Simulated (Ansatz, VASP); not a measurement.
**MnO2 in VASP and in Ansatz**

File INCAR:

```
PREC = Accurate
ENCUT = 520
EDIFF = 1E-7
ISMEAR = -1
SIGMA = 0.05
LREAL = False
LASPH = True
NELM = 150
ALGO = Normal
ISIF = 2
LWAVE = False
LCHARG = False
ISPIN = 2
MAGMOM = 4 4 0 0 0 0
LORBIT = 11
LMAXMIX = 4
GGA = PS
NBANDS = 38
```

The input KPOINTS:

```
Automatic mesh
0
Gamma
  11 11 3
```

Contents of POSCAR:

```
MnO2
1.0
    2.8925249486      0.0000000000      0.0000000000
   -1.4462624742      2.5050000866      0.0000000000
    0.0000000000      0.0000000000     10.3562547676
Mn O
2 4
Direct
    0.0000000000      0.0000000000      0.5000000000
    0.0000000000      0.0000000000      0.0000000000
    0.6666666667      0.3333333333      0.4068564500
    0.6666666667      0.3333333333      0.0931435500
    0.3333333333      0.6666666667      0.5931435500
    0.3333333333      0.6666666667      0.9068564500
```

Contents of input.yaml:

```yaml
crystal:
  lattice:
    - [2.8925249486, 0.0, 0.0]
    - [-1.4462624742, 2.5050000866, 0.0]
    - [0.0, 0.0, 10.3562547676]
  atoms:
    - { symbol: Mn, position: [0.0, 0.0, 0.5], spin: 4.0 }
    - { symbol: Mn, position: [0.0, 0.0, 0.0], spin: 4.0 }
    - { symbol: O, position: [0.6666666667, 0.3333333333, 0.40685645] }
    - { symbol: O, position: [0.6666666667, 0.3333333333, 0.09314355] }
    - { symbol: O, position: [0.3333333333, 0.6666666667, 0.59314355] }
    - { symbol: O, position: [0.3333333333, 0.6666666667, 0.90685645] }
kpoints:
  mp_grid: { grid: [11, 11, 3] }
scf:
  occupations: { method: fermi_dirac, width: 0.05 }
hamiltonian:
  xc: pbesol
  pseudopotentials: { kind: all_electron, lapw: { basis_error: 0.001 } }
magnetization:
  spin_polarized: true
output:
  forces: true
  stress: true
  eigenvalues: true
```

Change from the starting cell: volume scaled by 1.04.

Alike in both runs: task single point; functional PBEsol; k mesh 11 × 11 × 3; occupations fermi-dirac, width 0.05 eV; collinear spin.

|  | VASP | Ansatz |
| --- | --- | --- |
| version | VASP 6.6.1 | Ansatz 0.2.0 |
| potentials or method | VASP PAW PBE potentials, release 64 (Mn_pv, O), cutoff 520 eV | all-electron LAPW, scalar-relativistic |

Ansatz gave:

* gap on the k mesh at the Fermi level (eV): 0.95
* least direct gap on the mesh (eV): 1.01
* pressure (GPa): -8.5
* traceless stress, the component that is largest in VASP (GPa): 3.09
* rms of the force components (eV/Å): 0.336
* net moment per atom (μB): 1.00
* size of the moment on the site where the two differ most (μB): 2.77

**Question.** Estimate VASP's values.

**Answer.** gap on the k mesh at the Fermi level (eV): 0.91; least direct gap on the mesh (eV): 0.96; pressure (GPa): -7.8; traceless stress, the component that is largest in VASP (GPa): 2.76; rms of the force components (eV/Å): 0.302; net moment per atom (μB): 1.00; size of the moment on the site where the two differ most (μB): 2.87.

VASP's potentials were made for PBE, not for PBEsol. Site moments also hang on the region over which each program counts them. Atom by atom the forces differ by 0.034 eV/Å (rms over components). Ansatz ran all-electron here, and VASP with PAW potentials.
